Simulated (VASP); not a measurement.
# Sb (Fm-3m) in VASP: settings compared, part 2 of 2

VASP 6.6.1.

## 4. Vibrations by perturbation theory, LDA

Input file INCAR:

```
ALGO     = Normal         # electronic algorithm
EDIFF    = 1E-8           # SCF threshold, eV
ENCUT    = 520            # plane-wave cutoff, eV
IBRION   = 8              # ionic algorithm
ISIF     = 2              # what is computed and relaxed
ISMEAR   = -1             # smearing method
LASPH    = T              # aspherical terms in the spheres
LCHARG   = F              # write CHGCAR
LREAL    = F              # projectors in reciprocal space
LWAVE    = F              # write WAVECAR
NELM     = 100            # most SCF steps
NSW      = 1              # ionic steps
PREC     = Accurate       # precision mode
SIGMA    = 0.05           # smearing width, eV
```

Input file KPOINTS:

```
k-points
0
Gamma
  7 7 7
```

Input file POSCAR:

```
Sb
1.0
    0.0000000000      2.3712425216      2.3712425216
    2.3712425216      0.0000000000      2.3712425216
    2.3712425216      2.3712425216      0.0000000000
Sb
1
Direct
    0.0000000000      0.0000000000      0.0000000000
```

Potentials or basis: VASP PAW LDA potentials, release 64 (Sb).

On the command line:

```console
$ cat potpaw_LDA.64/Sb/POTCAR > POTCAR
$ mpirun -np 1 vasp_std > vasp.out
```

OUTCAR:

```text
EDIFF = 1E-8
   ENCUT = 520
   IBRION = 8
   ISIF = 2
   ISMEAR = -1
   LASPH = T
   LREAL = F
   NELM = 100
   NSW = 1
   PREC = Accurate

 ion  position               nearest neighbor table
   1  0.000  0.000  0.000-

  LATTYP: Found a face centered cubic cell.
 ALAT       =     4.7424850432

  Lattice vectors:

 A1 = (   0.0000000000,   2.3712425216,   2.3712425216)
 A2 = (   2.3712425216,   0.0000000000,   2.3712425216)
 A3 = (   2.3712425216,   2.3712425216,   0.0000000000)

[... 410 lines left out ...]
  y     0.00000     0.00000     0.00000     0.00000     0.00000     0.00000
  z     0.00000     0.00000     0.00000     0.00000     0.00000     0.00000

 SECOND DERIVATIVES (NOT SYMMETRIZED)
 ------------------------------------
               1X          1Y          1Z
  1X    -0.000062    0.000000    0.000000
  1Y     0.000000   -0.000062    0.000000
  1Z     0.000000    0.000000   -0.000062

 Eigenvectors and eigenvalues of the dynamical matrix
 ----------------------------------------------------

   1 f  =    0.011148 THz     0.070043 2PiTHz    0.371848 cm-1     0.046103 meV
             X         Y         Z           dx          dy          dz
      0.000000  0.000000  0.000000     1.000000    0.000000    0.000000

   2 f  =    0.011148 THz     0.070043 2PiTHz    0.371848 cm-1     0.046103 meV
             X         Y         Z           dx          dy          dz
      0.000000  0.000000  0.000000     0.000000    1.000000    0.000000

   3 f  =    0.011148 THz     0.070043 2PiTHz    0.371848 cm-1     0.046103 meV
             X         Y         Z           dx          dy          dz
      0.000000  0.000000  0.000000     0.000000    0.000000    1.000000

--------------------------------------------------------------------------------------------------------

 ELASTIC MODULI CONTR FROM IONIC RELAXATION (kBar)
 Direction    XX          YY          ZZ          XY          YZ          ZX
 --------------------------------------------------------------------------------
 XX           0.0000      0.0000      0.0000      0.0000      0.0000      0.0000
 YY           0.0000      0.0000      0.0000      0.0000      0.0000      0.0000
 ZZ           0.0000      0.0000      0.0000      0.0000      0.0000      0.0000
 XY           0.0000      0.0000      0.0000      0.0000      0.0000      0.0000
 YZ           0.0000      0.0000      0.0000      0.0000      0.0000      0.0000
 ZX           0.0000      0.0000      0.0000      0.0000      0.0000      0.0000
 --------------------------------------------------------------------------------
```

Run time: 11 s. Hardware: 1 thread of Intel Xeon Platinum 8488C (Sapphire Rapids), shared host; peak memory 0.16 GiB.

Caveat: the cell stands under pressure or tension, which shifts response properties; spin-orbit coupling is left out, which moves the levels of the heavy elements.

## 5. Vibrations by perturbation theory, PBE

Input file INCAR:

```
PREC = Accurate ; ENCUT = 520
EDIFF = 1E-8 ; ISMEAR = -1
SIGMA = 0.05 ; LREAL = False
LASPH = True ; NELM = 80
ALGO = Normal ; ISIF = 2
LWAVE = False ; LCHARG = True
GGA = PE ; IBRION = 8
NSW = 1
```

Input file KPOINTS:

```
Automatic mesh
0
Gamma
  7 7 7
```

POSCAR is that of step 4.

Potentials or basis: VASP PAW PBE potentials, release 64 (Sb).

On the command line:

```console
$ cat potpaw_PBE.64/Sb/POTCAR > POTCAR
$ mpirun -np 1 vasp_std > vasp.out
```

OUTCAR:

```text
PREC = Accurate
   ENCUT = 520
   EDIFF = 1E-8
   ISMEAR = -1
   LREAL = False
   LASPH = True
   NELM = 80
   ISIF = 2
   GGA = PE
   IBRION = 8
   NSW = 1

 ion  position               nearest neighbor table
   1  0.000  0.000  0.000-

  LATTYP: Found a face centered cubic cell.
 ALAT       =     4.7424850432

  Lattice vectors:

 A1 = (   0.0000000000,   2.3712425216,   2.3712425216)
 A2 = (   2.3712425216,   0.0000000000,   2.3712425216)
 A3 = (   2.3712425216,   2.3712425216,   0.0000000000)

[... 410 lines left out ...]
  y     0.00000     0.00000     0.00000     0.00000     0.00000     0.00000
  z     0.00000     0.00000     0.00000     0.00000     0.00000     0.00000

 SECOND DERIVATIVES (NOT SYMMETRIZED)
 ------------------------------------
               1X          1Y          1Z
  1X    -0.000628    0.000000    0.000000
  1Y     0.000000   -0.000628    0.000000
  1Z     0.000000    0.000000   -0.000628

 Eigenvectors and eigenvalues of the dynamical matrix
 ----------------------------------------------------

   1 f  =    0.035501 THz     0.223062 2PiTHz    1.184200 cm-1     0.146822 meV
             X         Y         Z           dx          dy          dz
      0.000000  0.000000  0.000000     1.000000    0.000000    0.000000

   2 f  =    0.035501 THz     0.223062 2PiTHz    1.184200 cm-1     0.146822 meV
             X         Y         Z           dx          dy          dz
      0.000000  0.000000  0.000000     0.000000    1.000000    0.000000

   3 f  =    0.035501 THz     0.223062 2PiTHz    1.184200 cm-1     0.146822 meV
             X         Y         Z           dx          dy          dz
      0.000000  0.000000  0.000000     0.000000    0.000000    1.000000

--------------------------------------------------------------------------------------------------------

 ELASTIC MODULI CONTR FROM IONIC RELAXATION (kBar)
 Direction    XX          YY          ZZ          XY          YZ          ZX
 --------------------------------------------------------------------------------
 XX           0.0000      0.0000      0.0000      0.0000      0.0000      0.0000
 YY           0.0000      0.0000      0.0000      0.0000      0.0000      0.0000
 ZZ           0.0000      0.0000      0.0000      0.0000      0.0000      0.0000
 XY           0.0000      0.0000      0.0000      0.0000      0.0000      0.0000
 YZ           0.0000      0.0000      0.0000      0.0000      0.0000      0.0000
 ZX           0.0000      0.0000      0.0000      0.0000      0.0000      0.0000
 --------------------------------------------------------------------------------
```

OSZICAR:

```text
N       E                     dE             d eps       ncg     rms          rms(c)
DAV:   1     0.942631719296E+01    0.94263E+01   -0.15245E+03   240   0.530E+02
DAV:   2    -0.334373192687E+01   -0.12770E+02   -0.12254E+02   360   0.763E+01
DAV:   3    -0.381373471752E+01   -0.47000E+00   -0.29057E+00   288   0.117E+01
[... 21 lines left out ...]
RMM:   4    -0.151739572163E-01    0.18420E-03   -0.29145E-06   748   0.157E-02    0.119E-03
RMM:   5    -0.151630267707E-01    0.10930E-04   -0.40728E-08   790   0.203E-03    0.297E-04
RMM:   6    -0.151616049238E-01    0.14218E-05   -0.53705E-09   780   0.586E-04    0.561E-05
RMM:   7    -0.151614423610E-01    0.16256E-06   -0.75133E-10   812   0.122E-04    0.979E-06
RMM:   8    -0.151615341513E-01   -0.91790E-07   -0.60896E-10   794   0.251E-05    0.224E-06
RMM:   9    -0.151615349376E-01   -0.78631E-09   -0.66293E-10   695   0.129E-05    0.262E-07
 Linear response finished
```

It took 15 s on 1 thread of Intel Xeon Platinum 8488C (Sapphire Rapids), shared host; peak memory 0.17 GiB.

Caveat: the cell stands under pressure or tension, which shifts response properties; spin-orbit coupling is left out, which moves the levels of the heavy elements.

## 6. Elastic constants, LDA

Input file INCAR:

```
SYSTEM = Sb
ALGO = Normal ; EDIFF = 1E-8
ENCUT = 600 ; GGA = CA
IBRION = 6 ; ISIF = 3
ISMEAR = -1 ; LASPH = .True.
LCHARG = .False. ; LREAL = .False.
LWAVE = .False. ; NBANDS = 8
NELM = 100 ; NFREE = 2
NSW = 1 ; POTIM = 0.015
PREC = Accurate ; SIGMA = 0.05
```

Input file KPOINTS:

```
k-points
0
Gamma
  7 7 7
  0 0 0
```

POSCAR is that of step 5.

Potentials or basis: VASP PAW LDA potentials, release 64 (Sb).

On the command line:

```console
$ cat potpaw_LDA.64/Sb/POTCAR > POTCAR
$ mpirun -np 1 vasp_std > vasp.out
```

OUTCAR:

```text
SYSTEM = Sb
   EDIFF = 1E-8
   ENCUT = 600
   GGA = CA
   IBRION = 6
   ISIF = 3
   ISMEAR = -1
   LASPH = .True.
   LREAL = .False.
   NELM = 100
   NFREE = 2
   NSW = 1
   POTIM = 0.015
   PREC = Accurate

 ion  position               nearest neighbor table
   1  0.000  0.000  0.000-

  LATTYP: Found a face centered cubic cell.
 ALAT       =     4.7424850432

  Lattice vectors:

 A1 = (   0.0000000000,   2.3712425216,   2.3712425216)
 A2 = (   2.3712425216,   0.0000000000,   2.3712425216)
 A3 = (   2.3712425216,   2.3712425216,   0.0000000000)

Analysis of symmetry for initial positions (statically):
=====================================================================
 Subroutine PRICEL returns:
 Original cell was already a primitive cell.

 Routine SETGRP: Setting up the symmetry group for a
 face centered cubic supercell.

 Subroutine GETGRP returns: Found 48 space group operations
 (whereof 48 operations were pure point group operations)
 out of a pool of 48 trial point group operations.

The static configuration has the point symmetry O_h .

Analysis of symmetry for dynamics (positions and initial velocities):
=====================================================================
 Subroutine PRICEL returns:
 Original cell was already a primitive cell.

 Routine SETGRP: Setting up the symmetry group for a
 face centered cubic supercell.

 Subroutine GETGRP returns: Found 48 space group operations
 (whereof 48 operations were pure point group operations)
 out of a pool of 48 trial point group operations.

The dynamic configuration has the point symmetry O_h .

 Subroutine INISYM returns: Found 48 space group operations
 (whereof 48 operations are pure point group operations),
 and found     1 'primitive' translations

----------------------------------------------------------------------------------------

                                     Primitive cell

  volume of cell :      26.6660

  direct lattice vectors                    reciprocal lattice vectors
     0.000000000  2.371242522  2.371242522    -0.210859916  0.210859916  0.210859916
     2.371242522  0.000000000  2.371242522     0.210859916 -0.210859916  0.210859916
     2.371242522  2.371242522  0.000000000     0.210859916  0.210859916 -0.210859916

  length of vectors
     3.353443334  3.353443334  3.353443334     0.365220089  0.365220089  0.365220089

[... 112 lines left out ...]

 number of electron       5.0000000 magnetization

 Free energy of the ion-electron system (eV)
  ---------------------------------------------------
  ext. energy  EPLUGINS =         0.00000000
  ---------------------------------------------------
  free energy    TOTEN  =        -4.51580372 eV

  energy without entropy =       -4.49960116  energy(sigma->0) =       -4.50770244

------------------------ aborting loop because EDIFF is reached ----------------------------------------

  FORCE on cell =-STRESS in cart. coord.  units (eV):
  Direction    XX          YY          ZZ          XY          YZ          ZX
  --------------------------------------------------------------------------------------
  -------------------------------------------------------------------------------------
  Total       -0.4440652     -0.4440652     -0.4440652      0.0000000      0.0000000     -0.0000000
  in kB      -26.6808368    -26.6808368    -26.6808368      0.0000000      0.0000000     -0.0000000
  external PRESSURE =     -26.6808368 kB  Pullay stress =       0.0000000 kB
[... 86 lines left out ...]
  FREE ENERGIE OF THE ION-ELECTRON SYSTEM (eV)
  ---------------------------------------------------
  free  energy   TOTEN  =        -4.5224418197 eV

  energy  without entropy=       -4.5069106168  energy(sigma->0) =       -4.51467622

[... ionic steps 4 to 12 ...]

--------------------------------------- Ionic step       13  -------------------------------------------

 number of electron       5.0000000 magnetization

------------------------ aborting loop because EDIFF is reached ----------------------------------------
[... 65 lines left out ...]
--------------------------------------- Ionic step       15  -------------------------------------------

 number of electron       5.0000000 magnetization

 Free energy of the ion-electron system (eV)
  ---------------------------------------------------
  ext. energy  EPLUGINS =         0.00000000
  ---------------------------------------------------
  free energy    TOTEN  =        -4.51580364 eV

  energy without entropy =       -4.49960107  energy(sigma->0) =       -4.50770236

 E-fermi :   8.2965     XC(G=0): -10.4175

 val. band max:        8.2414698102   @ k =   0.2857   0.1429   0.0000
 cond. band min:       8.3070482831   @ k =   0.4286   0.2857   0.0000
 fundamental gap:      0.0655784729
 Fermi energy:         8.2965160366

 k-point     1 :       0.0000    0.0000    0.0000
  band No.  band energies     occupation
      1      -4.4875      2.00000
      2      13.8254      0.00000
      3      13.8254      0.00000
      4      13.8254      0.00000
      5      18.3220      0.00000
      6      18.3220      0.00000
      7      18.3220      0.00000
      8      18.8653      0.00000
[... 235 lines left out ...]
  FREE ENERGIE OF THE ION-ELECTRON SYSTEM (eV)
  ---------------------------------------------------
  free  energy   TOTEN  =        -4.5158036413 eV

  energy  without entropy=       -4.4996010719  energy(sigma->0) =       -4.50770236

 INTERNAL STRAIN TENSORS FROM STRAINED CELLS
 ============================================

 INTERNAL STRAIN TENSOR FOR ION    1 for displacements in x,y,z  (eV/Angst):
          X           Y           Z          XY          YZ          ZX
  --------------------------------------------------------------------------------
  x     0.00000     0.00000     0.00000     0.00000    -0.00000     0.00000
  y     0.00000     0.00000     0.00000     0.00000     0.00000     0.00000
  z     0.00000    -0.00000     0.00000     0.00000     0.00000     0.00000

 INTERNAL STRAIN TENSORS FROM DISPLACED ATOMS
 ============================================

 INTERNAL STRAIN TENSOR FOR ION    1 for displacements in x,y,z  (eV/Angst):
          X           Y           Z          XY          YZ          ZX
  --------------------------------------------------------------------------------
  x     0.00000     0.00000     0.00000     0.00000     0.00000     0.00000
  y     0.00000     0.00000     0.00000     0.00000     0.00000     0.00000
  z     0.00000     0.00000     0.00000     0.00000     0.00000     0.00000

 Eigenvectors and eigenvalues of the dynamical matrix
 ----------------------------------------------------

   1 f  =    0.000000 THz     0.000000 2PiTHz    0.000000 cm-1     0.000000 meV
             X         Y         Z           dx          dy          dz
      0.000000  0.000000  0.000000     0.707107   -0.707107    0.000000

   2 f  =    0.000000 THz     0.000000 2PiTHz    0.000000 cm-1     0.000000 meV
             X         Y         Z           dx          dy          dz
      0.000000  0.000000  0.000000    -0.707107   -0.707107    0.000000

   3 f  =    0.000000 THz     0.000000 2PiTHz    0.000000 cm-1     0.000000 meV
             X         Y         Z           dx          dy          dz
      0.000000  0.000000  0.000000     0.000000    0.000000    1.000000

--------------------------------------------------------------------------------------------------------

 ELASTIC MODULI CONTR FROM IONIC RELAXATION (kBar)
 Direction    XX          YY          ZZ          XY          YZ          ZX
 --------------------------------------------------------------------------------
 XX           0.0000      0.0000      0.0000      0.0000      0.0000      0.0000
 YY           0.0000      0.0000      0.0000      0.0000      0.0000      0.0000
 ZZ           0.0000      0.0000      0.0000      0.0000      0.0000      0.0000
 XY           0.0000      0.0000      0.0000      0.0000      0.0000      0.0000
 YZ           0.0000      0.0000      0.0000      0.0000      0.0000      0.0000
 ZX           0.0000      0.0000      0.0000      0.0000      0.0000      0.0000
 --------------------------------------------------------------------------------

 TOTAL ELASTIC MODULI (kBar)
 Direction    XX          YY          ZZ          XY          YZ          ZX
 --------------------------------------------------------------------------------
 XX          15.5666    764.0202    764.0202      0.0000     -0.0000     -0.0000
 YY         764.0202     15.5666    764.0202     -0.0000     -0.0000      0.0000
 ZZ         764.0202    764.0202     15.5666     -0.0000      0.0000      0.0000
 XY           0.0000     -0.0000     -0.0000   -546.3983      0.0000      0.0000
 YZ          -0.0000     -0.0000      0.0000      0.0000   -546.3983     -0.0000
 ZX          -0.0000      0.0000      0.0000      0.0000     -0.0000   -546.3983
 --------------------------------------------------------------------------------
```

stdout:

```text
POSCAR found type information on POSCAR Sb
 POSCAR found :  1 types and       1 ions
 scaLAPACK will be used
 LDA part: xc-table for (Slater(with rela. corr.)+CA(PZ))
 , standard interpolation
 POSCAR, INCAR and KPOINTS ok, starting setup
 FFT: planning ... GRIDC
 FFT: planning ... GRID_SOFT
 FFT: planning ... GRID
 WAVECAR not read
 entering main loop
 Found     1 degrees of freedom:
 Adding 6 more for cell shape distortion
 Finite differences POTIM= 0.01500 DOF=   7
 bond charge predicted
 Finite differences progress:
 bond charge predicted
 Finite differences progress:
 bond charge predicted
 Finite differences progress:
 bond charge predicted
 Finite differences progress:
 bond charge predicted
 Finite differences progress:
 bond charge predicted
 Finite differences progress:
 bond charge predicted
 Finite differences progress:
 bond charge predicted
 Finite differences progress:
 bond charge predicted
 Finite differences progress:
 bond charge predicted
 Finite differences progress:
 bond charge predicted
 Finite differences progress:
 bond charge predicted
 Finite differences progress:
 bond charge predicted
 Finite differences progress:
 bond charge predicted
 Finite differences progress:
```

Wall time 89 s (1 thread of Intel Xeon Platinum 8488C (Sapphire Rapids), shared host); peak memory 0.16 GiB.

What came out:

| Quantity | Value |
| --- | --- |
| Elastic constants C11, C12, C44 | 2, 76, -55 GPa |
| Voigt bulk modulus | 51 GPa |

Elastic tensor in Voigt notation (GPa, in the Cartesian axes of the cell as first typed):
```
  2  76  76   0   0   0
 76   2  76   0   0   0
 76  76   2   0   0   0
  0   0   0 -55   0   0
  0   0   0   0 -55   0
  0   0   0   0   0 -55
```

Clamped-ion elastic tensor (GPa):
```
  2  76  76   0   0   0
 76   2  76   0   0   0
 76  76   2   0   0   0
  0   0   0 -55   0   0
  0   0   0   0 -55   0
  0   0   0   0   0 -55
```

Caveat: the cell is under stress, which shifts elastic constants; the elastic tensor has a negative eigenvalue, so either the cell is unstable as it stands or the mesh is too thin; spin-orbit coupling is left out, which moves the levels of the heavy elements.
